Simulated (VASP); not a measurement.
# Rb2NbBr2 (Ibam) in VASP: further runs

Aim: see how the results for Rb2NbBr2 move with the level of theory and the settings. Levels: PBE, PBEsol. Tasks: single point.

All numbers are computed with VASP 6.6.1; they aren't measurements. Logs are shortened: lines on timing, memory, paths and dates and some standing lists are left out, and cuts for length are marked.

**1. The cell of the first run**

Symmetry: Ibam, No. 72, orthorhombic system. Conventional cell: a = 7.657 Å, b = 14.279 Å, c = 6.846 Å, α = 90.00°, β = 90.00°, γ = 90.00°. Rb (site symmetry m) has 6 Br at 3.58 to 4.10 Å and 2 Nb at 3.76 Å and 2 Rb at 4.22 Å within 4.7 Å. Within 3.5 Å of Br (site symmetry m) lie 2 Nb at 2.68 Å. Within 3.5 Å of Nb (site symmetry 222) lie 4 Br at 2.68 Å and 2 Nb at 3.42 Å.

**2. Single point, PBE**

INCAR reads:

```
SYSTEM = Rb2NbBr2
ALGO = Normal
EDIFF = 1E-6
ENCUT = 520
GGA = PE
ISIF = 2
ISMEAR = -1
LASPH = .True.
LCHARG = .True.
LELF = .True.
LREAL = .False.
LVHAR = .True.
LWAVE = .False.
NBANDS = 56
NELM = 100
PREC = Accurate
SIGMA = 0.0111
```

KPOINTS reads:

```
k-points
0
Gamma
  3 3 3
  0 0 0
```

POSCAR reads:

```
Rb2NbBr2
1.0
    0.0000000000      0.0000000000      6.8462820000
    7.6565050000      0.0000000000      0.0000000000
    3.8282530000      7.1394410000     -3.4231410000
Rb Br Nb
4 4 2
Direct
    0.1475300000      0.1917700000      0.2950600000
    0.8524700000      0.8082300000      0.7049400000
    0.3524700000      0.4868300000      0.7049400000
    0.6475300000      0.5131700000      0.2950600000
    0.8975200000      0.2926800000      0.7950400000
    0.1024800000      0.7073200000      0.2049600000
    0.6024800000      0.0877200000      0.2049600000
    0.3975200000      0.9122800000      0.7950400000
    0.2500000000      0.0000000000      0.0000000000
    0.7500000000      0.0000000000      0.0000000000
```

Potentials or basis: VASP PAW PBE potentials, release 64 (Rb_sv, Br, Nb_sv).

Started as:

```bash
$ cat potpaw_PBE.64/Rb_sv/POTCAR potpaw_PBE.64/Br/POTCAR potpaw_PBE.64/Nb_sv/POTCAR > POTCAR
$ mpirun -np 1 vasp_std > vasp.out
```

OUTCAR:

```text
SYSTEM = Rb2NbBr2
   EDIFF = 1E-6
   ENCUT = 520
   GGA = PE
   ISIF = 2
   ISMEAR = -1
   LASPH = .True.
   LREAL = .False.
   NELM = 100
   PREC = Accurate

 ion  position               nearest neighbor table
   1  0.148  0.192  0.295-   8 3.58   6 3.66   7 3.67   7 3.67   5 3.75   9 3.76  10 3.76   6 4.10
                             4 4.22   4 4.22   2 4.71   2 4.71   3 4.82   3 4.82   2 4.88   3 5.43
   2  0.852  0.808  0.705-   7 3.58   5 3.66   8 3.67   8 3.67   6 3.75  10 3.76   9 3.76   5 4.10
                             3 4.22   3 4.22   1 4.71   1 4.71   4 4.82   4 4.82   1 4.88   4 5.43
   3  0.352  0.487  0.705-   6 3.58   8 3.66   5 3.67   5 3.67   7 3.75   9 3.76  10 3.76   8 4.10
                             2 4.22   2 4.22   4 4.71   4 4.71   1 4.82   1 4.82   4 4.88   1 5.43
   4  0.648  0.513  0.295-   5 3.58   7 3.66   6 3.67   6 3.67   8 3.75  10 3.76   9 3.76   7 4.10
                             1 4.22   1 4.22   3 4.71   3 4.71   2 4.82   2 4.82   3 4.88   2 5.43
   5  0.898  0.293  0.795-   9 2.68  10 2.68   4 3.58   2 3.66   3 3.67   3 3.67   1 3.75   2 4.10

   6  0.102  0.707  0.205-   9 2.68  10 2.68   3 3.58   1 3.66   4 3.67   4 3.67   2 3.75   1 4.10

   7  0.602  0.088  0.205-   9 2.68  10 2.68   2 3.58   4 3.66   1 3.67   1 3.67   3 3.75   4 4.10

   8  0.398  0.912  0.795-   9 2.68  10 2.68   1 3.58   3 3.66   2 3.67   2 3.67   4 3.75   3 4.10

   9  0.250  0.000  0.000-   5 2.68   6 2.68   7 2.68   8 2.68   3 3.76   4 3.76   1 3.76   2 3.76

  10  0.750  0.000  0.000-   5 2.68   6 2.68   7 2.68   8 2.68   4 3.76   3 3.76   2 3.76   1 3.76

  LATTYP: Found a body centered orthorhombic cell.
 ALAT       =     6.8462820000
 B/A-ratio  =     1.1183449645
 C/A-ratio  =     2.0856403519

  Lattice vectors:

 A1 = (   3.8282520000,  -7.1394410000,   3.4231410000)
 A2 = (  -3.8282530000,  -7.1394410000,  -3.4231410000)
 A3 = (   3.8282530000,   7.1394410000,  -3.4231410000)

Analysis of symmetry for initial positions (statically):
=====================================================================
 Subroutine PRICEL returns:
 Original cell was already a primitive cell.

 Routine SETGRP: Setting up the symmetry group for a
 body centered orthorhombic supercell.

 Subroutine GETGRP returns: Found  8 space group operations
 (whereof  4 operations were pure point group operations)
 out of a pool of  8 trial point group operations.

The static configuration has the point symmetry C_2h.
 The point group associated with its full space group is D_2h.

Analysis of symmetry for dynamics (positions and initial velocities):
=====================================================================
 Subroutine PRICEL returns:
 Original cell was already a primitive cell.

 Routine SETGRP: Setting up the symmetry group for a
 body centered orthorhombic supercell.

 Subroutine GETGRP returns: Found  8 space group operations
 (whereof  4 operations were pure point group operations)
 out of a pool of  8 trial point group operations.

The dynamic configuration has the point symmetry C_2h.
 The point group associated with its full space group is D_2h.

 Subroutine INISYM returns: Found  8 space group operations
 (whereof  4 operations are pure point group operations),
 and found     1 'primitive' translations

----------------------------------------------------------------------------------------

                                     Primitive cell

  volume of cell :     374.2394

  direct lattice vectors                    reciprocal lattice vectors
     0.000000000  0.000000000  6.846282000     0.000000000  0.070033494  0.146064682
     7.656505000  0.000000000  0.000000000     0.130607895 -0.070033503  0.000000000
     3.828253000  7.139441000 -3.423141000     0.000000000  0.140066988  0.000000000

  length of vectors
     6.846282000  7.656505000  8.794602500     0.161986362  0.148199574  0.140066988

  position of ions in fractional coordinates (direct lattice)
     0.147530000  0.191770000  0.295060000
     0.852470000  0.808230000  0.704940000
     0.352470000  0.486830000  0.704940000
     0.647530000  0.513170000  0.295060000
     0.897520000  0.292680000  0.795040000
     0.102480000  0.707320000  0.204960000
     0.602480000  0.087720000  0.204960000
     0.397520000  0.912280000  0.795040000
     0.250000000  0.000000000  0.000000000
     0.750000000  0.000000000  0.000000000

  ion indices of the primitive-cell ions
   primitive index   ion index
                 1           1
                 2           2
                 3           3
                 4           4
                 5           5
                 6           6
                 7           7
                 8           8
                 9           9
                10          10

----------------------------------------------------------------------------------------

 KPOINTS: k-points

Automatic generation of k-mesh.
 Grid dimensions read from file:
 generate k-points for:    3    3    3

 Generating k-lattice:

  Cartesian coordinates                     Fractional coordinates (reciprocal lattice)
     0.000000000  0.023344498  0.048688227     0.333333333  0.000000000  0.000000000
     0.043535965 -0.023344501  0.000000000     0.000000000  0.333333333 -0.000000000
     0.000000000  0.046688996  0.000000000     0.000000000  0.000000000  0.333333333

  Length of vectors
     0.053995454  0.049399858  0.046688996

  Shift w.r.t. Gamma in fractional coordinates (k-lattice)
     0.000000000  0.000000000  0.000000000

 Subroutine IBZKPT returns following result:
 ===========================================

 Found      8 irreducible k-points:

 Following reciprocal coordinates:
            Coordinates               Weight
  0.000000  0.000000  0.000000      1.000000
  0.333333  0.000000  0.000000      4.000000
  0.000000  0.333333  0.000000      4.000000
  0.333333  0.333333  0.000000      4.000000
 -0.333333  0.333333  0.000000      8.000000
  0.000000  0.000000  0.333333      2.000000
  0.333333  0.000000  0.333333      2.000000
  0.000000 -0.333333  0.333333      2.000000
   k-points           NKPTS =      8   k-points in BZ     NKDIM =      8   number of bands    NBANDS=     56
   number of dos      NEDOS =    301   number of ions     NIONS =     10
   total plane-waves  NPLWV = 226800
   dimension x,y,z NGX =    54 NGY =   60 NGZ =   70
   dimension x,y,z NGXF=   108 NGYF=  120 NGZF=  140
   ions per type =               4   4   2
   NGX,Y,Z   is equivalent  to a cutoff of  13.11, 13.03, 13.23 a.u.
   NGXF,Y,Z  is equivalent  to a cutoff of  26.23, 26.06, 26.46 a.u.
 SYSTEM =  Rb2NbBr2
   PREC   = accura    normal or accurate (medium, high low for compatibility)
   ISTART =      0    job   : 0-new  1-cont  2-samecut
   ICHARG =      2    charge: 1-file 2-atom 10-const
   ISPIN  =      1    spin polarized calculation?
   LNONCOLLINEAR =      F non collinear calculations
   LSORBIT =      F    spin-orbit coupling
   LASPH  =      T    aspherical Exc in radial PAW
   ENCUT  =  520.0 eV  38.22 Ry    6.18 a.u.  12.73 14.24 16.35*2*pi/ulx,y,z
   NELM   =    100;   NELMIN=  2; NELMDL= -5     # of ELM steps
   EDIFF  = 0.1E-05   stopping-criterion for ELM
   LREAL  =      F    real-space projection
[... 7 lines left out ...]
   TEBEG  =    0.0;   TEEND  =   0.0 temperature during run
   PSTRESS=    0.0 pullay stress
   NELECT =      90.0000    total number of electrons
   NUPDOWN=      -1.0000    fix difference up-down
   EMIN   =  10.00;   EMAX   =-10.00  energy-range for DOS
   EFERMI =   0.00;   METHOD = LEGACY
   ISMEAR =    -1;   SIGMA  =   0.01  broadening in eV -4-tet -1-fermi 0-gaus
   EFERMI_NEDOS =   21; number of points for ismear=-14 and -15
   IALGO  =     38    algorithm
   IMIX   =      4    mixing-type and parameters
     AMIX     =   0.40;   BMIX     =  1.00
     AMIX_MAG =   1.60;   BMIX_MAG =  1.00
  volume/ion in A,a.u.               =      37.42       252.55
  Fermi-wavevector in a.u.,A,eV,Ry     =   1.018058  1.923850 14.101648  1.036442
  Thomas-Fermi vector in A             =   2.151494
   LORBIT       =      0    0 simple, 1 ext, 2 COOP (PROOUT), +10 PAW based schemes
   GGA     = PE    functional components
[... 5 lines left out ...]
 non-spin polarized calculation
  energy-cutoff  :      520.00
  volume of cell :      374.24
 maximum number of plane-waves:     10113
 NGX is ok and might be reduce to    54
   NGX = 25   NGY = 29   NGZ = 33

 number of electron      90.0000002 magnetization

 Free energy of the ion-electron system (eV)
  ---------------------------------------------------
  ext. energy  EPLUGINS =         0.00000000
  ---------------------------------------------------
  free energy    TOTEN  =       -33.00851115 eV

  energy without entropy =      -33.00655092  energy(sigma->0) =      -33.00753104

 E-fermi :   3.5872     XC(G=0):  -7.8117

 val. band max:        3.5631990221   @ k =   0.0000   0.0000   0.3333
 cond. band min:       3.6143258033   @ k =   0.0000   0.3333   0.0000
 fundamental gap:      0.0511267812
 Fermi energy:         3.5872101405

 k-point     1 :       0.0000    0.0000    0.0000
  band No.  band energies     occupation
      1     -51.7347      2.00000
      2     -51.7221      2.00000
      3     -27.9835      2.00000
      4     -27.8775      2.00000
      5     -27.8775      2.00000
      6     -27.8484      2.00000
[... 48 lines left out ...]
     55       5.6434      0.00000
     56       5.7009      0.00000

 k-point     2 :       0.3333    0.0000    0.0000
  band No.  band energies     occupation
      1     -51.7316      2.00000
      2     -51.7253      2.00000
      3     -27.9344      2.00000
      4     -27.8717      2.00000
      5     -27.8717      2.00000
      6     -27.8542      2.00000
[... 48 lines left out ...]
     55       5.5546      0.00000
     56       5.6929      0.00000
[... 293 lines left out ...]
     55       5.3694      0.00000
     56       5.5624      0.00000

 k-point     8 :       0.0000   -0.3333    0.3333
  band No.  band energies     occupation
      1     -51.7347      2.00000
      2     -51.7221      2.00000
      3     -27.9835      2.00000
      4     -27.8776      2.00000
      5     -27.8775      2.00000
      6     -27.8484      2.00000
[... 48 lines left out ...]
     55       5.4382      0.00000
     56       5.8559      0.00000

------------------------ aborting loop because EDIFF is reached ----------------------------------------

  FORCE on cell =-STRESS in cart. coord.  units (eV):
  Direction    XX          YY          ZZ          XY          YZ          ZX
  --------------------------------------------------------------------------------------
  -------------------------------------------------------------------------------------
  Total        2.5508378      0.8636467     -6.4880718      0.0000001      0.0000000      0.0000000
  in kB       10.9205337      3.6974059    -27.7764455      0.0000003      0.0000000      0.0000000
  external PRESSURE =      -4.3861686 kB  Pullay stress =       0.0000000 kB

 VOLUME and BASIS-vectors are now :
 -----------------------------------------------------------------------------
  energy-cutoff  :      520.00
  volume of cell :      374.24
      direct lattice vectors                 reciprocal lattice vectors
     0.000000000  0.000000000  6.846282000     0.000000000  0.070033494  0.146064682
     7.656505000  0.000000000  0.000000000     0.130607895 -0.070033503  0.000000000
     3.828253000  7.139441000 -3.423141000     0.000000000  0.140066988  0.000000000

 POSITION                                       TOTAL-FORCE (eV/Angst)
 -----------------------------------------------------------------------------------
      2.59785      2.10656      0.00000         0.028538      0.019558     -0.000000
      8.88691      5.03288      3.42314        -0.028538     -0.019558      0.000000
      6.42610      5.03288     -0.00000         0.028538     -0.019558      0.000000
      5.05865      2.10656      3.42314        -0.028538      0.019558     -0.000000
      5.28452      5.67614      3.42314         0.001430      0.076477     -0.000000
      6.20024      1.46330      0.00000        -0.001430     -0.076477      0.000000
      1.45627      1.46330      3.42314         0.001430     -0.076477      0.000000
     10.02849      5.67614      0.00000        -0.001430      0.076477     -0.000000
      0.00000      0.00000      1.71157         0.000000      0.000000     -0.000000
      0.00000      0.00000      5.13471         0.000000     -0.000000      0.000000
 -----------------------------------------------------------------------------------
    total drift:                                0.000000      0.000000     -0.000000

  FREE ENERGIE OF THE ION-ELECTRON SYSTEM (eV)
  ---------------------------------------------------
  free  energy   TOTEN  =       -33.0085111549 eV

  energy  without entropy=      -33.0065509212  energy(sigma->0) =      -33.00753104
```

It used 1100 s of CPU time on 1 thread of AMD EPYC 7R13 Processor (Zen 3), with other jobs on the host.

Results:

| Item | Value |
| --- | --- |
| Free energy | -33.0085 eV |
| Pressure | -0.4 GPa |
| Largest force | 0.076 eV/Å |
| Band gap on the k mesh | zero (band 45 reaches 3.66 eV, above the bottom of band 46 at 3.32 eV) |

Forces in eV/Å, atoms in the order of the input:
```
Rb   0.029  0.020  0.000
Rb  -0.029 -0.020  0.000
Rb   0.029 -0.020  0.000
Rb  -0.029  0.020  0.000
Br   0.001  0.076  0.000
Br  -0.001 -0.076  0.000
Br   0.001 -0.076  0.000
Br  -0.001  0.076  0.000
Nb   0.000  0.000  0.000
Nb   0.000  0.000  0.000
```

Stress tensor (GPa, compression positive):
```
 1.09  0.00  0.00
 0.00  0.37  0.00
 0.00  0.00 -2.78
```

Levels at points of the mesh, in eV from the Fermi level:
| k point | band 41 | band 42 | band 43 | band 44 | band 45 | band 46 | band 47 | band 48 | band 49 | band 50 |
| --- | --- | --- | --- | --- | --- | --- | --- | --- | --- | --- |
| (0.00, 0.00, 0.00) | -1.39 | -1.12 | -0.72 | -0.58 | -0.03 | 0.08 | 0.34 | 0.47 | 0.54 | 1.17 |

[end of part 1 of 2]
